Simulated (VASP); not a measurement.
Runs of VASP 6.6.1 on ZnO. The structure is that of space group P6_3mc (No. 186), or close to it. The cells are those of the table. 

```csv
task,cell,cutoff (eV),gap on the mesh (eV),pressure (GPa),largest force (eV/Å)
electric field gradients,"a = 3.249, b = 3.249, c = 5.048 Å, angles 90.0, 90.0, 120.0°, 4 atoms",520,0.83,(d),0.27
single point,"a = 3.249, b = 3.249, c = 5.152 Å, angles 90.0, 90.0, 120.0°, 4 atoms",600,0.77,-4.9,0.04
electric field gradients,"a = 3.217, b = 3.217, c = 5.204 Å, angles 90.0, 90.0, 120.0°, 4 atoms",520,0.76,-3.1,0.13
electric field gradients,"a = 3.314, b = 3.314, c = 5.204 Å, angles 90.0, 90.0, 120.0°, 4 atoms",520,(c),-10.8,0.08
electric field gradients,"a = 3.249, b = 3.249, c = 5.100 Å, angles 90.0, 90.0, 120.0°, 4 atoms",520,0.80,-3.1,0.15
single point,"a = 3.249, b = 3.249, c = 5.256 Å, angles 90.0, 90.0, 120.0°, 4 atoms",600,0.72,-7.5,(a)
electric field gradients,"a = 3.249, b = 3.249, c = 5.308 Å, angles 90.0, 90.0, 120.0°, 4 atoms",520,0.68,-8.4,0.16
single point,"a = 3.249, b = 3.249, c = 5.048 Å, angles 90.0, 90.0, 120.0°, 4 atoms",600,0.83,-1.8,0.27
electric field gradients,"a = 3.249, b = 3.249, c = 5.152 Å, angles 90.0, 90.0, 120.0°, 4 atoms",520,0.77,-4.6,0.04
electric field gradients,"a = 3.249, b = 3.249, c = 5.360 Å, angles 90.0, 90.0, 120.0°, 4 atoms",520,0.66,(b),0.19
single point,"a = 3.249, b = 3.249, c = 5.100 Å, angles 90.0, 90.0, 120.0°, 4 atoms",600,0.80,-3.4,0.15
single point,"a = 3.217, b = 3.217, c = 5.204 Å, angles 90.0, 90.0, 120.0°, 4 atoms",520,0.76,-3.2,0.13
```

Alike in all rows: level LDA; potentials or basis VASP PAW LDA potentials, release 64 (Zn, O); no spin polarisation; k mesh 11 × 11 × 6; smearing fermi-dirac 0.02 eV.

Estimate the missing entries.

(a) 0.11; (b) -9.4; (c) 0.70; (d) -1.5.

